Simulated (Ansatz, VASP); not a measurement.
**CdTe in VASP and in Ansatz**

Contents of INCAR:

```
  PREC = Accurate
  ENCUT = 600
  EDIFF = 1E-7
  ISMEAR = 0
  SIGMA = 0.02
  LREAL = False
  LASPH = True
  NELM = 80
  ALGO = Normal
  ISIF = 3
  LWAVE = False
  LCHARG = False
  GGA = PE
  IBRION = 2
  NSW = 100
  EDIFFG = -0.01
```

File KPOINTS:

```
Automatic mesh
0
Gamma
  10 10 10
```

The input POSCAR:

```
CdTe
1.0
    0.0000000000      3.3192710678      3.3192710678
    3.3192710678      0.0000000000      3.3192710678
    3.3192710678      3.3192710678      0.0000000000
Cd Te
1 1
Direct
    0.0000000000      0.0000000000      0.0000000000
    0.7500000000      0.7500000000      0.7500000000
```

Input for Ansatz:

```yaml
crystal:
  lattice:
    - [0.0, 3.3192710678, 3.3192710678]
    - [3.3192710678, 0.0, 3.3192710678]
    - [3.3192710678, 3.3192710678, 0.0]
  atoms:
    - { symbol: Cd, position: [0.0, 0.0, 0.0] }
    - { symbol: Te, position: [0.75, 0.75, 0.75] }
basis:
  ecutwfc: 420
kpoints:
  mp_grid: { grid: [10, 10, 10] }
hamiltonian:
  xc: pbe
scf:
  occupations: { method: gaussian, width: 0.02 }
output:
  forces: true
  stress: true
  eigenvalues: true
  write_density: true
  write_potential: true
  elf: true
  volumetric_format: npy
relax:
  adjacent_minimum: "off"
  f_tol: 0.01
  max_steps: 80
  cell: { stress_tol: 0.05 }
```

Alike in both runs: task relaxation of cell and atoms; functional PBE; k mesh 10 × 10 × 10; occupations gaussian, width 0.02 eV; no spin polarisation.

|  | VASP | Ansatz |
| --- | --- | --- |
| version | VASP 6.6.1 | Ansatz 0.2.0 |
| potentials or method | VASP PAW PBE potentials, release 64 (Cd, Te), cutoff 600 eV | scalar-relativistic, plane waves, PAW |
| valence electrons in the cell | 18 | 36 |

```tsv
	VASP	Ansatz	Ansatz less VASP
gap on the k mesh at the Fermi level, each at its own relaxed structure (eV)	0.58	0.59	+0.006
relaxed volume (Å³/atom)	36.27	36.24	-0.036
relaxed cell length with the largest relative difference (Å)	4.681	4.680	-0.0015
```

VASP's potentials hold 18 valence electrons a cell and Ansatz's 36, so a difference there can come from the potentials and not from the codes.

Spin-orbit coupling is off throughout.
